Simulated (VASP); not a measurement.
Set up this calculation in VASP 6.6.1, as the native input.

* Task: single point
* Functional: PBEsol
* Potentials or basis: VASP PAW PBE potentials, release 64 (P)
* Cutoff: 520 eV
* k mesh: 8 × 1 × 6
* Occupations: gaussian, width 0.05 eV
* Spin: no spin polarisation
* Dipole correction: no
* Further INCAR settings: ALGO = Normal; EDIFF = 1e-06; NBANDS = 18

The structure of P lies in POSCAR:

```
P
1.0
    3.2837277200      0.0000000000      0.0000000000
    0.0000000000     34.8570309900      0.0000000000
    0.0000000000      0.0000000000      4.6320847100
P
4
Direct
   -0.0682229727      0.9702614300      0.6352265085
    0.0000000000      0.0297385700      0.4078492800
    0.5000000000      0.0297385700      0.0921507200
    0.5000000000      0.9702614300      0.9078492800
```

This cell differs from its parent crystal: atom 1 (P) moved +0.300 Å towards its neighbour atom 4 (P) at 2.199 Å.

The input as run:

INCAR

```
SYSTEM = P
ALGO = Normal ; EDIFF = 1E-6
ENCUT = 520 ; GGA = PS
ISIF = 2 ; ISMEAR = 0
LASPH = .TRUE. ; LCHARG = .TRUE.
LELF = .TRUE. ; LREAL = .FALSE.
LVHAR = .TRUE. ; LWAVE = .FALSE.
NBANDS = 18 ; NELM = 60
PREC = Accurate ; SIGMA = 0.05
```

KPOINTS

```
k-points
0
G
  8 1 6
  0 0 0
```

Potentials or basis: VASP PAW PBE potentials, release 64 (P).

Command:

```sh
$ cat potpaw_PBE.64/P/POTCAR > POTCAR
$ mpirun -np 1 vasp_std > vasp.out
```

Results of the run:

| Quantity | Value |
| --- | --- |
| Largest force | 6.736 eV/Å |
| Band gap on the k mesh | 0.40 eV (least direct gap 0.70 eV) |

Caveat: the cell differs from its parent crystal (atom 1 (P) moved +0.300 Å towards its neighbour atom 4 (P) at 2.199 Å); the PAW data sets were made with another functional, which shifts forces and pressure a little.

Run time: 3 min on 1 thread of Intel(R) Xeon(R) 6975P-C (Granite Rapids) (shared host), peak memory 0.6 GiB.
